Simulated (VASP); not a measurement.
# Ta2SiOF2 (P4mm) in VASP: single point with PBE

Aim: the single point of Ta2SiOF2 with PBE.

Program: VASP 6.6.1. These are calculated values, not measurements. Logs are shortened: lines on timing, memory, paths and dates and some standing lists are left out, and cuts for length are marked.

## (1) The cell of the first run

It takes space group P4mm (No. 99, tetragonal). The conventional cell has a = 4.047 Å, b = 4.047 Å, c = 6.090 Å, α = 90.00°, β = 90.00°, γ = 90.00°. Ta (site symmetry 2mm) has 2 O at 2.17 Å and 2 Si at 2.55 Å and 2 F at 2.59 Å and 4 Ta at 2.86 Å within 2.9 Å. Within 2.2 Å of Si (site symmetry 4mm) lie 1 F at 1.65 Å. O (site symmetry 4mm) has 4 Ta at 2.17 Å and 1 F at 2.39 Å within 2.9 Å. F (site symmetry 4mm) has 1 Si at 1.65 Å within 2.2 Å. Within 3.3 Å of F (site symmetry 4mm) lie 1 O at 2.39 Å and 4 Ta at 2.59 Å and 4 Si at 2.86 Å and 4 F at 3.28 Å.

## (2) Single point, PBE

POSCAR

```
Ta2SiOF2
1.0
    4.0469971909      0.0000000000      0.0000000000
    0.0000000000      4.0469971909      0.0000000000
    0.0000000000      0.0000000000      6.0896747519
Ta Si O F
2 1 1 2
Direct
    0.5000000000      0.0000000000      0.0130200951
    0.0000000000      0.5000000000      0.0130200951
    0.0000000000      0.0000000000      0.2686573278
    0.5000000000      0.5000000000      0.8855489309
    0.0000000000      0.0000000000      0.5404111190
    0.5000000000      0.5000000000      0.2779414722
```

INCAR.step1

```
SYSTEM = Ta2SiOF2
ALGO = Fast ; EDIFF = 1E-7
ENCUT = 520 ; GGA = PE
ISIF = 2 ; ISMEAR = 0
LASPH = .True. ; LCHARG = .True.
LMAXMIX = 4 ; LREAL = .False.
LWAVE = .False. ; NBANDS = 32
NELM = 80 ; PREC = Accurate
SIGMA = 0.1
```

KPOINTS.step1

```
k-points
0
Gamma
  10 10 6
  0 0 0
```

INCAR.step2

```
SYSTEM = Ta2SiOF2
ALGO = Fast ; EDIFF = 1E-7
ENCUT = 520 ; GGA = PE
ICHARG = 11 ; ISIF = 2
ISMEAR = -5 ; LASPH = .True.
LCHARG = .False. ; LMAXMIX = 4
LORBIT = 10 ; LREAL = .False.
LWAVE = .False. ; NEDOS = 2001
NELM = 80 ; PREC = Accurate
SIGMA = 0.1
```

KPOINTS.step2

```
k-points
0
Gamma
  15 15 9
  0 0 0
```

Potentials or basis: VASP PAW PBE potentials, release 64 (Ta_pv, Si, O, F).

Launch:

```sh
$ cat potpaw_PBE.64/Ta_pv/POTCAR potpaw_PBE.64/Si/POTCAR potpaw_PBE.64/O/POTCAR potpaw_PBE.64/F/POTCAR > POTCAR
$ cp INCAR.step1 INCAR
$ cp KPOINTS.step1 KPOINTS
$ mpirun -np 1 vasp_std > vasp.out
$ cp INCAR.step2 INCAR
$ cp KPOINTS.step2 KPOINTS
$ mpirun -np 1 vasp_std > vasp.out
```

OUTCAR:

```text
SYSTEM = Ta2SiOF2
   EDIFF = 1E-7
   ENCUT = 520
   GGA = PE
   ICHARG = 11
   ISIF = 2
   ISMEAR = -5
   LASPH = .True.
   LORBIT = 10
   LREAL = .False.
   NELM = 80
   PREC = Accurate

 ion  position               nearest neighbor table
   1  0.500  0.000  0.013-   4 2.17   4 2.17   3 2.55   3 2.55   6 2.59   6 2.59   2 2.86   2 2.86
                             2 2.86   2 2.86
   2  0.000  0.500  0.013-   4 2.17   4 2.17   3 2.55   3 2.55   6 2.59   6 2.59   1 2.86   1 2.86
                             1 2.86   1 2.86
   3  0.000  0.000  0.269-   5 1.65   2 2.55   1 2.55   2 2.55   1 2.55
   4  0.500  0.500  0.886-   1 2.17   2 2.17   1 2.17   2 2.17
   5  0.000  0.000  0.540-   3 1.65
   6  0.500  0.500  0.278-   1 2.59   2 2.59   1 2.59   2 2.59

  LATTYP: Found a simple tetragonal cell.
 ALAT       =     4.0469971909
 C/A-ratio  =     1.5047390608

  Lattice vectors:

 A1 = (   4.0469971909,   0.0000000000,   0.0000000000)
 A2 = (   0.0000000000,   4.0469971909,   0.0000000000)
 A3 = (   0.0000000000,   0.0000000000,   6.0896747519)

Analysis of symmetry for initial positions (statically):
=====================================================================
 Subroutine PRICEL returns:
 Original cell was already a primitive cell.

 Routine SETGRP: Setting up the symmetry group for a
 simple tetragonal supercell.

 Subroutine GETGRP returns: Found  8 space group operations
 (whereof  8 operations were pure point group operations)
 out of a pool of 16 trial point group operations.

The static configuration has the point symmetry C_4v.

Analysis of symmetry for dynamics (positions and initial velocities):
=====================================================================
 Subroutine PRICEL returns:
 Original cell was already a primitive cell.

 Routine SETGRP: Setting up the symmetry group for a
 simple tetragonal supercell.

 Subroutine GETGRP returns: Found  8 space group operations
 (whereof  8 operations were pure point group operations)
 out of a pool of 16 trial point group operations.

The dynamic configuration has the point symmetry C_4v.

 Subroutine INISYM returns: Found  8 space group operations
 (whereof  8 operations are pure point group operations),
 and found     1 'primitive' translations

----------------------------------------------------------------------------------------

                                     Primitive cell

  volume of cell :      99.7378

  direct lattice vectors                    reciprocal lattice vectors
     4.046997191  0.000000000  0.000000000     0.247096786  0.000000000  0.000000000
     0.000000000  4.046997191  0.000000000     0.000000000  0.247096786  0.000000000
     0.000000000  0.000000000  6.089674752     0.000000000  0.000000000  0.164212383

  length of vectors
     4.046997191  4.046997191  6.089674752     0.247096786  0.247096786  0.164212383

  position of ions in fractional coordinates (direct lattice)
     0.500000000  0.000000000  0.013020095
     0.000000000  0.500000000  0.013020095
     0.000000000  0.000000000  0.268657328
     0.500000000  0.500000000  0.885548931
     0.000000000  0.000000000  0.540411119
     0.500000000  0.500000000  0.277941472

  ion indices of the primitive-cell ions
   primitive index   ion index
                 1           1
                 2           2
                 3           3
                 4           4
                 5           5
                 6           6

----------------------------------------------------------------------------------------

 KPOINTS: k-points

Automatic generation of k-mesh.
 Grid dimensions read from file:
 generate k-points for:   15   15    9

 Generating k-lattice:

  Cartesian coordinates                     Fractional coordinates (reciprocal lattice)
     0.016473119  0.000000000  0.000000000     0.066666667  0.000000000  0.000000000
     0.000000000  0.016473119  0.000000000     0.000000000  0.066666667  0.000000000
     0.000000000  0.000000000  0.018245820     0.000000000  0.000000000  0.111111111

  Length of vectors
     0.016473119  0.016473119  0.018245820

  Shift w.r.t. Gamma in fractional coordinates (k-lattice)
     0.000000000  0.000000000  0.000000000

 TETIRR: Found   3013 inequivalent tetrahedra from    12150

 Subroutine IBZKPT returns following result:
 ===========================================

 Found    180 irreducible k-points:

 Following reciprocal coordinates:
            Coordinates               Weight
  0.000000  0.000000  0.000000      1.000000
  0.066667  0.000000  0.000000      4.000000
  0.133333  0.000000  0.000000      4.000000
  0.200000  0.000000  0.000000      4.000000
  0.266667  0.000000  0.000000      4.000000
  0.333333  0.000000  0.000000      4.000000
[... 16 lines left out ...]
  0.266667  0.200000  0.000000      8.000000
  0.333333  0.200000  0.000000      8.000000
 [... further k-points ...]
   k-points           NKPTS =    180   k-points in BZ     NKDIM =    180   number of bands    NBANDS=     27
   number of dos      NEDOS =   2001   number of ions     NIONS =      6
   total plane-waves  NPLWV =  43200
   dimension x,y,z NGX =    30 NGY =   30 NGZ =   48
   dimension x,y,z NGXF=    60 NGYF=   60 NGZF=   96
   ions per type =               2   1   1   2
   NGX,Y,Z   is equivalent  to a cutoff of  12.32, 12.32, 13.10 a.u.
   NGXF,Y,Z  is equivalent  to a cutoff of  24.65, 24.65, 26.21 a.u.
 SYSTEM =  Ta2SiOF2
   PREC   = accura    normal or accurate (medium, high low for compatibility)
   ISTART =      0    job   : 0-new  1-cont  2-samecut
   ICHARG =     11    charge: 1-file 2-atom 10-const
   ISPIN  =      1    spin polarized calculation?
   LNONCOLLINEAR =      F non collinear calculations
   LSORBIT =      F    spin-orbit coupling
   LASPH  =      T    aspherical Exc in radial PAW
   ENCUT  =  520.0 eV  38.22 Ry    6.18 a.u.   7.52  7.52 11.32*2*pi/ulx,y,z
   NELM   =     80;   NELMIN=  2; NELMDL=  0     # of ELM steps
   EDIFF  = 0.1E-06   stopping-criterion for ELM
   LREAL  =      F    real-space projection
   EDIFFG = 0.1E-05   stopping-criterion for IOM
   NSW    =      0    number of steps for IOM
   IBRION =     -1    ionic relax: 0-MD 1-quasi-New 2-CG
   NFREE  =      0    steps in history (QN), initial steepest desc. (CG)
   ISIF   =      2    stress and relaxation
   ISYM   =      2    0-nonsym 1-usesym 2-fastsym
   POTIM  = 0.5000    time-step for ionic-motion
   TEBEG  =    0.0;   TEEND  =   0.0 temperature during run
   PSTRESS=    0.0 pullay stress
   NELECT =      46.0000    total number of electrons
   NUPDOWN=      -1.0000    fix difference up-down
   EMIN   =  10.00;   EMAX   =-10.00  energy-range for DOS
   EFERMI =   0.00;   METHOD = LEGACY
   ISMEAR =    -5;   SIGMA  =   0.10  broadening in eV -4-tet -1-fermi 0-gaus
   EFERMI_NEDOS =   21; number of points for ismear=-14 and -15
   IALGO  =     68    algorithm
   IMIX   =      4    mixing-type and parameters
     AMIX     =   0.40;   BMIX     =  1.00
     AMIX_MAG =   1.60;   BMIX_MAG =  1.00
  volume/ion in A,a.u.               =      16.62       112.18
  Fermi-wavevector in a.u.,A,eV,Ry     =   1.264855  2.390230 21.767398  1.599859
  Thomas-Fermi vector in A             =   2.398139
   LORBIT       =     10    0 simple, 1 ext, 2 COOP (PROOUT), +10 PAW based schemes
   GGA     = PE    functional components
   LHFCALC =     F    Hartree Fock is set to
   AEXX    =    0.0000 exact exchange contribution
   IVDW    =     0    specifies the selected vdW correction
   LEPSILON=     F    determine dielectric tensor
   LRPA    =     F    only Hartree local field effects (RPA)
 non-spin polarized calculation
 RMM-DIIS sequential band-by-band and
 Fermi weights with tetrahedron method with Bloechl corrections
  energy-cutoff  :      520.00
  volume of cell :       99.74
 maximum number of plane-waves:      2715
 NGX is ok and might be reduce to    30

 number of electron      45.9999978 magnetization

 Free energy of the ion-electron system (eV)
  ---------------------------------------------------
  ext. energy  EPLUGINS =         0.00000000
  ---------------------------------------------------
  free energy    TOTEN  =       -44.98073805 eV

  energy without entropy =      -44.98073805  energy(sigma->0) =      -44.98073805

 E-fermi :   3.2424     XC(G=0):  -9.7568

 val. band max:        3.2570848046   @ k =   0.3333   0.3333   0.0000
 cond. band min:       3.1844975629   @ k =   0.4000   0.0000   0.0000
 fundamental gap:     -0.0725872417
 Fermi energy:         3.2424177852

 k-point     1 :       0.0000    0.0000    0.0000
  band No.  band energies     occupation
      1     -32.0784      2.00000
      2     -32.0784      2.00000
      3     -31.9653      2.00000
      4     -31.7628      2.00000
      5     -31.1754      2.00000
      6     -31.1754      2.00000
[... 19 lines left out ...]
     26       6.7685      0.00000
     27       6.8871      0.00000

 k-point     2 :       0.0667    0.0000    0.0000
  band No.  band energies     occupation
      1     -32.0756      2.00000
      2     -32.0727      2.00000
      3     -31.9626      2.00000
      4     -31.7648      2.00000
      5     -31.1835      2.00000
      6     -31.1819      2.00000
[... 19 lines left out ...]
     26       6.6905      0.00000
     27       6.8390      0.00000

 k-point     3 :       0.1333    0.0000    0.0000
  band No.  band energies     occupation
      1     -32.0676      2.00000
      2     -32.0561      2.00000
      3     -31.9550      2.00000
      4     -31.7708      2.00000
      5     -31.2067      2.00000
      6     -31.2006      2.00000
[... 594 lines left out ...]
      1     -32.2215      2.00000
      2     -31.9141      2.00000
      3     -31.8066      2.00000
      4     -31.7770      2.00000
      5     -31.5053      2.00000
      6     -31.1038      2.00000
[... 19 lines left out ...]
     26       4.9771      0.00000
     27       5.9832      0.00000

 k-point    24 :       0.3333    0.2000    0.0000
  band No.  band energies     occupation
      1     -32.2430      2.00000
      2     -31.8995      2.00000
      3     -31.8186      2.00000
      4     -31.7212      2.00000
      5     -31.5624      2.00000
      6     -31.1005      2.00000
[... 19 lines left out ...]
     26       4.8084      0.00000
     27       5.8300      0.00000

 [... further k-points ...]
[... 5 lines left out ...]
  --------------------------------------------------------------------------------------
  -------------------------------------------------------------------------------------
  Total       -0.1020610     -0.1020610      0.7047058      0.0000000      0.0000000      0.0000000
  in kB       -1.6394965     -1.6394965     11.3203149      0.0000000      0.0000000      0.0000000
  external PRESSURE =       2.6804407 kB  Pullay stress =       0.0000000 kB

 VOLUME and BASIS-vectors are now :
 -----------------------------------------------------------------------------
  energy-cutoff  :      520.00
  volume of cell :       99.74
      direct lattice vectors                 reciprocal lattice vectors
     4.046997191  0.000000000  0.000000000     0.247096786  0.000000000  0.000000000
     0.000000000  4.046997191  0.000000000     0.000000000  0.247096786  0.000000000
     0.000000000  0.000000000  6.089674752     0.000000000  0.000000000  0.164212383

 POSITION                                       TOTAL-FORCE (eV/Angst)
 -----------------------------------------------------------------------------------
      2.02350      0.00000      0.07929         0.000000     -0.000000     -0.016257
      0.00000      2.02350      0.07929         0.000000     -0.000000     -0.016257
      0.00000      0.00000      1.63604         0.000000     -0.000000     -0.182619
      2.02350      2.02350      5.39270         0.000000      0.000000     -0.001471
      0.00000      0.00000      3.29093         0.000000     -0.000000      0.161837
      2.02350      2.02350      1.69257         0.000000     -0.000000      0.054767
 -----------------------------------------------------------------------------------
    total drift:                                0.000000      0.000000     -0.007961

  FREE ENERGIE OF THE ION-ELECTRON SYSTEM (eV)
  ---------------------------------------------------
  free  energy   TOTEN  =       -44.9807380452 eV

  energy  without entropy=      -44.9807380452  energy(sigma->0) =      -44.98073805

 total charge

# of ion       s       p       d       tot
------------------------------------------
    1        0.319   6.149   2.368   8.836
    2        0.319   6.149   2.368   8.836
    3        0.764   0.906   0.000   1.670
    4        1.554   3.465   0.000   5.019
    5        1.748   4.366   0.000   6.114
    6        1.761   4.261   0.000   6.023
--------------------------------------------------
tot          6.466  25.297   4.737  36.499
```

Wall time 14 min (1 thread of Oxide Virtual Turin-like, shared host); peak memory 0.52 GiB.

Results:

```yaml
Valence_electrons_inside_the_program's_atomic_spheres: Ta 8.84; Si 1.67; O 5.02; F 6.11, 6.02
```

Caveat: spin-orbit coupling is left out, which moves the levels of the heavy elements.
